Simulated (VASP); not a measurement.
# Ir (I4/mmm) in VASP: a series of runs

Ir is run at these levels: PBE; tasks: single point.

Everything below comes from runs of VASP 6.6.1. Logs are shortened: lines on timing, memory, paths and dates and some standing lists are left out, and cuts for length are marked.

### Step 1. The cell of the first run

The structure is tetragonal, space group I4/mmm (No. 139). Conventional cell: a = 2.715 Å, b = 2.715 Å, c = 3.455 Å, α = 90.00°, β = 90.00°, γ = 90.00°. Within 3.4 Å of Ir (site symmetry 4/mmm) lie 12 Ir at 2.58 to 2.71 Å.

### Step 2. Single point, PBE (strain -0.1000 x Voigt [0, 0, 1, 0, 0, 0])

INCAR reads:

```
PREC     = Accurate       # precision mode
ENCUT    = 520            # plane-wave cutoff, eV
EDIFF    = 1E-6           # SCF threshold, eV
ISMEAR   = 0              # smearing method
SIGMA    = 0.15           # smearing width, eV
LREAL    = False          # projectors in reciprocal space
LASPH    = True           # aspherical terms in the spheres
NELM     = 60             # most SCF steps
ALGO     = Fast           # electronic algorithm
ISIF     = 2              # what is computed and relaxed
LWAVE    = False          # write WAVECAR
LCHARG   = False          # write CHGCAR
GGA      = PE             # functional
NBANDS   = 10             # bands
```

KPOINTS reads:

```
Automatic mesh
0
Gamma
  22 22 22
```

POSCAR reads:

```
Ir
1.0
    0.0000000000      1.9197000000      1.7277300000
    1.9197000000      0.0000000000      1.7277300000
    1.9197000000      1.9197000000      0.0000000000
Ir
1
Direct
    0.0000000000      0.0000000000      0.0000000000
```

Potentials or basis: VASP PAW PBE potentials, release 64 (Ir).

Started as:

```bash
> cat potpaw_PBE.64/Ir/POTCAR > POTCAR
> mpirun -np 1 vasp_std > vasp.out
```

OUTCAR:

```text
PREC = Accurate
   ENCUT = 520
   EDIFF = 1E-6
   ISMEAR = 0
   LREAL = False
   LASPH = True
   NELM = 60
   ISIF = 2
   GGA = PE

 ion  position               nearest neighbor table
   1  0.000  0.000  0.000-

  LATTYP: Found a body centered tetragonal cell.
 ALAT       =     2.7148657757
 C/A-ratio  =     1.2727922061

  Lattice vectors:

 A1 = (   0.0000000000,  -1.9197000000,  -1.7277300000)
 A2 = (   0.0000000000,   1.9197000000,  -1.7277300000)
 A3 = (   1.9197000000,   0.0000000000,   1.7277300000)

Analysis of symmetry for initial positions (statically):
=====================================================================
 Subroutine PRICEL returns:
 Original cell was already a primitive cell.

 Routine SETGRP: Setting up the symmetry group for a
 body centered tetragonal supercell.

 Subroutine GETGRP returns: Found 16 space group operations
 (whereof 16 operations were pure point group operations)
 out of a pool of 16 trial point group operations.

The static configuration has the point symmetry D_4h.

Analysis of symmetry for dynamics (positions and initial velocities):
=====================================================================
 Subroutine PRICEL returns:
 Original cell was already a primitive cell.

 Routine SETGRP: Setting up the symmetry group for a
 body centered tetragonal supercell.

 Subroutine GETGRP returns: Found 16 space group operations
 (whereof 16 operations were pure point group operations)
 out of a pool of 16 trial point group operations.

The dynamic configuration has the point symmetry D_4h.

 Subroutine INISYM returns: Found 16 space group operations
 (whereof 16 operations are pure point group operations),
 and found     1 'primitive' translations

----------------------------------------------------------------------------------------

                                     Primitive cell

  volume of cell :      12.7342

  direct lattice vectors                    reciprocal lattice vectors
     0.000000000  1.919700000  1.727730000    -0.260457363  0.260457363  0.289397070
     1.919700000  0.000000000  1.727730000     0.260457363 -0.260457363  0.289397070
     1.919700000  1.919700000  0.000000000     0.260457363  0.260457363 -0.289397070

  length of vectors
     2.582692208  2.582692208  2.714865776     0.468430080  0.468430080  0.468430080

  position of ions in fractional coordinates (direct lattice)
     0.000000000  0.000000000  0.000000000
[... 75 lines left out ...]
   NELM   =     60;   NELMIN=  2; NELMDL= -5     # of ELM steps
   EDIFF  = 0.1E-05   stopping-criterion for ELM
   LREAL  =      F    real-space projection
   EDIFFG = 0.1E-04   stopping-criterion for IOM
   NSW    =      0    number of steps for IOM
   IBRION =     -1    ionic relax: 0-MD 1-quasi-New 2-CG
   NFREE  =      0    steps in history (QN), initial steepest desc. (CG)
   ISIF   =      2    stress and relaxation
   ISYM   =      2    0-nonsym 1-usesym 2-fastsym
   POTIM  = 0.5000    time-step for ionic-motion
   TEBEG  =    0.0;   TEEND  =   0.0 temperature during run
   PSTRESS=    0.0 pullay stress
   NELECT =       9.0000    total number of electrons
   NUPDOWN=      -1.0000    fix difference up-down
   EMIN   =  10.00;   EMAX   =-10.00  energy-range for DOS
   EFERMI =   0.00;   METHOD = LEGACY
   ISMEAR =     0;   SIGMA  =   0.15  broadening in eV -4-tet -1-fermi 0-gaus
   EFERMI_NEDOS =   21; number of points for ismear=-14 and -15
   IALGO  =     68    algorithm
   IMIX   =      4    mixing-type and parameters
     AMIX     =   0.40;   BMIX     =  1.00
     AMIX_MAG =   1.60;   BMIX_MAG =  1.00
  volume/ion in A,a.u.               =      12.73        85.93
  Fermi-wavevector in a.u.,A,eV,Ry     =   1.458248  2.755690 28.932626  2.126488
  Thomas-Fermi vector in A             =   2.574955
   LORBIT       =      0    0 simple, 1 ext, 2 COOP (PROOUT), +10 PAW based schemes
   GGA     = PE    functional components
   LHFCALC =     F    Hartree Fock is set to
   AEXX    =    0.0000 exact exchange contribution
   IVDW    =     0    specifies the selected vdW correction
   LEPSILON=     F    determine dielectric tensor
   LRPA    =     F    only Hartree local field effects (RPA)
 non-spin polarized calculation
 RMM-DIIS sequential band-by-band and
 Gauss-broadening in eV      SIGMA  =   0.15
  energy-cutoff  :      520.00
  volume of cell :       12.73
 maximum number of plane-waves:       355
   NGX =  9   NGY =  9   NGZ =  9

 number of electron       8.9999999 magnetization

 Free energy of the ion-electron system (eV)
  ---------------------------------------------------
  ext. energy  EPLUGINS =         0.00000000
  ---------------------------------------------------
  free energy    TOTEN  =        -8.40108866 eV

  energy without entropy =       -8.39057339  energy(sigma->0) =       -8.39583102

 E-fermi :  12.2821     XC(G=0): -14.6184

 val. band max:       12.2791012100   @ k =   0.4091   0.1364   0.0455
 cond. band min:      12.2830584744   @ k =  -0.4545   0.4091   0.0455
 fundamental gap:      0.0039572644
 Fermi energy:        12.2821169521

 k-point     1 :       0.0000    0.0000    0.0000
  band No.  band energies     occupation
      1       0.0453      2.00000
      2       7.3981      2.00000
      3       7.3981      2.00000
      4       8.8334      2.00000
      5       9.8810      2.00000
      6      11.7986      1.99999
      7      26.6104      0.00000
      8      31.3419      0.00000
      9      31.3419      0.00000
     10      35.6301      0.00000
[... 287 lines left out ...]
 k-point    24 :      -0.4545    0.0455    0.0000
  band No.  band energies     occupation
      1       3.1569      2.00000
      2       6.9265      2.00000
      3       8.4195      2.00000
      4      10.7996      2.00000
      5      13.4140      0.00000
      6      13.7338      0.00000
      7      21.1063      0.00000
      8      26.1270      0.00000
      9      32.5509      0.00000
     10      33.9771      0.00000

 [... further k-points ...]
[... 5 lines left out ...]
  --------------------------------------------------------------------------------------
  -------------------------------------------------------------------------------------
  Total        4.0889968      4.0889968      7.7742721      0.0000000      0.0000000      0.0000000
  in kB      514.4637169    514.4637169    978.1325726      0.0000000      0.0000000      0.0000000
  external PRESSURE =     669.0200021 kB  Pullay stress =       0.0000000 kB

 VOLUME and BASIS-vectors are now :
 -----------------------------------------------------------------------------
  energy-cutoff  :      520.00
  volume of cell :       12.73
      direct lattice vectors                 reciprocal lattice vectors
     0.000000000  1.919700000  1.727730000    -0.260457363  0.260457363  0.289397070
     1.919700000  0.000000000  1.727730000     0.260457363 -0.260457363  0.289397070
     1.919700000  1.919700000  0.000000000     0.260457363  0.260457363 -0.289397070

 POSITION                                       TOTAL-FORCE (eV/Angst)
 -----------------------------------------------------------------------------------
      0.00000      0.00000      0.00000         0.000000      0.000000      0.000000
 -----------------------------------------------------------------------------------
    total drift:                                0.000000      0.000000      0.000000

  FREE ENERGIE OF THE ION-ELECTRON SYSTEM (eV)
  ---------------------------------------------------
  free  energy   TOTEN  =        -8.4010886567 eV

  energy  without entropy=       -8.3905733895  energy(sigma->0) =       -8.39583102
```

Wall time 1.7 min (1 thread of Intel Xeon 6975P-C, shared host); peak memory 0.23 GiB.

Results:

| Quantity | Value |
| --- | --- |
| Free energy | -8.4011 eV |
| Pressure | 66.9 GPa |

Caveat: the cell differs from its parent crystal (strain -0.1000 x Voigt [0, 0, 1, 0, 0, 0]); spin-orbit coupling is left out, which moves the levels of the heavy elements.

### Step 3. Single point, PBE (strain -0.0750 x Voigt [0, 0, 1, 0, 0, 0])

INCAR reads:

```
ALGO = Normal
EDIFF = 1E-7
ENCUT = 520
GGA = PE
ISIF = 2
ISMEAR = 0
LASPH = T
LCHARG = T
LELF = T
LREAL = F
LVHAR = T
LWAVE = F
NBANDS = 10
NELM = 60
PREC = Accurate
SIGMA = 0.15
```

KPOINTS reads:

```
k-points
0
Gamma
  22 22 22
```

POSCAR reads:

```
Ir
1.0
    0.0000000000      1.9197000000      1.7757225000
    1.9197000000      0.0000000000      1.7757225000
    1.9197000000      1.9197000000      0.0000000000
Ir
1
Direct
    0.0000000000      0.0000000000      0.0000000000
```

Potentials or basis: VASP PAW PBE potentials, release 64 (Ir).

Started as:

```bash
> cat potpaw_PBE.64/Ir/POTCAR > POTCAR
> mpirun -np 1 vasp_std > vasp.out
```

Run time: 72 s. Hardware: 1 thread of Intel Xeon 6975P-C, shared host; peak memory 0.23 GiB.

Results (log left out):

```yaml
Free_energy: -8.5874 eV
Pressure: 48.9 GPa
```

Stress tensor (GPa, compression positive):
```
37.66  0.00  0.00
 0.00 37.66  0.00
 0.00  0.00 71.31
```

Levels at points of the mesh, in eV from the Fermi level:
| k point | band 2 | band 3 | band 4 | band 5 | band 6 | band 7 |
| --- | --- | --- | --- | --- | --- | --- |
| (0.00, 0.00, 0.00) | -4.63 | -4.63 | -3.58 | -2.05 | -0.64 | 14.29 |
| (0.50, 0.00, 0.00) | -5.05 | -3.81 | -0.89 | 0.73 | 1.44 | 8.22 |
| (0.50, 0.50, 0.00) | -8.29 | 1.02 | 1.80 | 1.80 | 2.99 | 11.18 |
| (0.50, 0.00, 0.50) | -8.09 | 0.97 | 1.18 | 1.18 | 2.21 | 10.98 |

Caveat: the cell differs from its parent crystal (strain -0.0750 x Voigt [0, 0, 1, 0, 0, 0]); spin-orbit coupling is left out, which moves the levels of the heavy elements.

### Step 4. Single point, PBE (strain -0.0500 x Voigt [0, 0, 1, 0, 0, 0])

INCAR reads:

```
SYSTEM = Ir
PREC = Accurate ; ENCUT = 520
EDIFF = 1E-6 ; ISMEAR = 0
SIGMA = 0.15 ; LREAL = .False.
LASPH = .True. ; NELM = 80
ALGO = Normal ; ISIF = 2
LWAVE = .False. ; LCHARG = .False.
GGA = PE ; NBANDS = 10
```

KPOINTS reads:

```
Automatic mesh
0
Gamma
  22 22 22
  0 0 0
```

POSCAR reads:

```
Ir
1.0
    0.0000000000      1.9197000000      1.8237150000
    1.9197000000      0.0000000000      1.8237150000
    1.9197000000      1.9197000000      0.0000000000
Ir
1
Direct
    0.0000000000      0.0000000000      0.0000000000
```

Started as:

```bash
> cat potpaw_PBE.64/Ir/POTCAR > POTCAR
> mpirun -np 1 vasp_std > vasp.out
```

Wall time 58 s (1 thread of Intel Xeon 6975P-C, shared host); peak memory 0.24 GiB.

Results (log left out):

```
Free energy : -8.7184 eV
Pressure    : 33.6 GPa
```

Stress tensor (GPa, compression positive):
```
26.49  0.00  0.00
 0.00 26.49  0.00
 0.00  0.00 47.75
```

Levels at points of the mesh, in eV from the Fermi level:
```
           k point  band 1  band 2  band 3  band 4  band 5  band 6  band 7  band 8
(0.00, 0.00, 0.00)  -11.65   -4.38   -4.38   -3.69   -1.73   -0.81   14.29   19.55
(0.50, 0.00, 0.00)   -8.62   -4.67   -3.89   -0.85    0.80    1.24    7.87   13.75
(0.50, 0.50, 0.00)   -8.46   -7.94    0.96    1.70    1.70    2.52   11.36   11.36
(0.50, 0.00, 0.50)   -8.51   -7.84    0.97    1.29    1.36    1.97   10.81   11.98
```

Caveat: the cell differs from its parent crystal (strain -0.0500 x Voigt [0, 0, 1, 0, 0, 0]); spin-orbit coupling is left out, which moves the levels of the heavy elements.

### Step 5. Single point, PBE (strain +0.1000 x Voigt [0, 0, 1, 0, 0, 0])

INCAR reads:

```
  ALGO = Fast
  EDIFF = 1E-7
  ENCUT = 520
  GGA = PE
  ISIF = 2
  ISMEAR = 0
  LASPH = T
  LCHARG = T
  LELF = T
  LREAL = F
  LVHAR = T
  LWAVE = F
  NBANDS = 10
  NELM = 60
  PREC = Accurate
  SIGMA = 0.15
```

KPOINTS reads:

```
k-points
0
Gamma
  22 22 22
```

POSCAR reads:

```
Ir
1.0
    0.0000000000      1.9197000000      2.1116700000
    1.9197000000      0.0000000000      2.1116700000
    1.9197000000      1.9197000000      0.0000000000
Ir
1
Direct
    0.0000000000      0.0000000000      0.0000000000
```

Potentials or basis: VASP PAW PBE potentials, release 64 (Ir).

Started as:

```bash
> cat potpaw_PBE.64/Ir/POTCAR > POTCAR
> mpirun -np 1 vasp_std > vasp.out
```

OUTCAR:

```text
EDIFF = 1E-7
   ENCUT = 520
   GGA = PE
   ISIF = 2
   ISMEAR = 0
   LASPH = T
   LREAL = F
   NELM = 60
   PREC = Accurate

 ion  position               nearest neighbor table
   1  0.000  0.000  0.000-

  LATTYP: Found a body centered tetragonal cell.
 ALAT       =     2.7148657757
 C/A-ratio  =     1.5556349186

  Lattice vectors:

 A1 = (  -1.9197000000,   0.0000000000,   2.1116700000)
 A2 = (   1.9197000000,   0.0000000000,   2.1116700000)
 A3 = (   0.0000000000,   1.9197000000,  -2.1116700000)

Analysis of symmetry for initial positions (statically):
=====================================================================
 Subroutine PRICEL returns:
 Original cell was already a primitive cell.

 Routine SETGRP: Setting up the symmetry group for a
 body centered tetragonal supercell.

 Subroutine GETGRP returns: Found 16 space group operations
 (whereof 16 operations were pure point group operations)
 out of a pool of 16 trial point group operations.

The static configuration has the point symmetry D_4h.

Analysis of symmetry for dynamics (positions and initial velocities):
=====================================================================
 Subroutine PRICEL returns:
 Original cell was already a primitive cell.
[... 159 lines left out ...]
 cond. band min:       8.7925557942   @ k =   0.4545   0.3636   0.0909
 fundamental gap:      0.0076142736
 Fermi energy:         8.7860134486

 k-point     1 :       0.0000    0.0000    0.0000
  band No.  band energies     occupation
      1      -1.2913      2.00000
      2       4.7421      2.00000
      3       5.9148      2.00000
      4       5.9148      2.00000
      5       6.9790      2.00000
      6       8.4787      1.99623
      7      23.4475      0.00000
      8      26.7415      0.00000
      9      29.1861      0.00000
     10      29.1861      0.00000
[... 287 lines left out ...]
 k-point    24 :      -0.4545    0.0455    0.0000
  band No.  band energies     occupation
      1       1.7695      2.00000
      2       4.8297      2.00000
      3       6.0233      2.00000
      4       7.8441      2.00000
      5       9.2282      0.00003
      6      10.2461      0.00000
      7      15.3907      0.00000
      8      22.6407      0.00000
      9      27.0573      0.00000
     10      28.9063      0.00000

 [... further k-points ...]
[... 5 lines left out ...]
  --------------------------------------------------------------------------------------
  -------------------------------------------------------------------------------------
  Total       -0.9011786     -0.9011786     -3.5247364      0.0000000     -0.0000000     -0.0000000
  in kB      -92.7681072    -92.7681072   -362.8394048      0.0000000     -0.0000000     -0.0000000
  external PRESSURE =    -182.7918731 kB  Pullay stress =       0.0000000 kB

 VOLUME and BASIS-vectors are now :
 -----------------------------------------------------------------------------
  energy-cutoff  :      520.00
  volume of cell :       15.56
      direct lattice vectors                 reciprocal lattice vectors
     0.000000000  1.919700000  2.111670000    -0.260457363  0.260457363  0.236779421
     1.919700000  0.000000000  2.111670000     0.260457363 -0.260457363  0.236779421
     1.919700000  1.919700000  0.000000000     0.260457363  0.260457363 -0.236779421

 POSITION                                       TOTAL-FORCE (eV/Angst)
 -----------------------------------------------------------------------------------
      0.00000      0.00000      0.00000         0.000000      0.000000      0.000000
 -----------------------------------------------------------------------------------
    total drift:                                0.000000      0.000000     -0.000000

  FREE ENERGIE OF THE ION-ELECTRON SYSTEM (eV)
  ---------------------------------------------------
  free  energy   TOTEN  =        -8.6986883214 eV

  energy  without entropy=       -8.6852888111  energy(sigma->0) =       -8.69198857
```

Run time: 91 s. Hardware: 1 thread of Intel Xeon 6975P-C, shared host; peak memory 0.26 GiB.

Results:

```yaml
Free_energy: -8.6987 eV
Pressure: -18.3 GPa
```

Caveat: the cell differs from its parent crystal (strain +0.1000 x Voigt [0, 0, 1, 0, 0, 0]); spin-orbit coupling is left out, which moves the levels of the heavy elements.

### Step 6. Overview

| cell | gap on the mesh (eV) | pressure (GPa) |
| --- | --- | --- |
| a = 2.583, b = 2.583, c = 2.715 Å, angles 58.3, 58.3, 63.4°, 1 atom | none | 66.9 |
| a = 2.615, b = 2.615, c = 2.715 Å, angles 58.7, 58.7, 62.5°, 1 atom | none | 48.9 |
| a = 2.648, b = 2.648, c = 2.715 Å, angles 59.2, 59.2, 61.7°, 1 atom | none | 33.6 |
| a = 2.854, b = 2.854, c = 2.715 Å, angles 61.6, 61.6, 56.8°, 1 atom | none | -18.3 |

Alike in all rows: task single point; level PBE; potentials or basis VASP PAW PBE potentials, release 64 (Ir); no spin polarisation; k mesh 22 × 22 × 22; cutoff (eV) 520; smearing gaussian 0.15 eV.

Caveats: spin-orbit coupling is left out, which moves the levels of the heavy elements.

Total energies depend on the potentials used, so only differences within one code and one set of settings carry meaning.
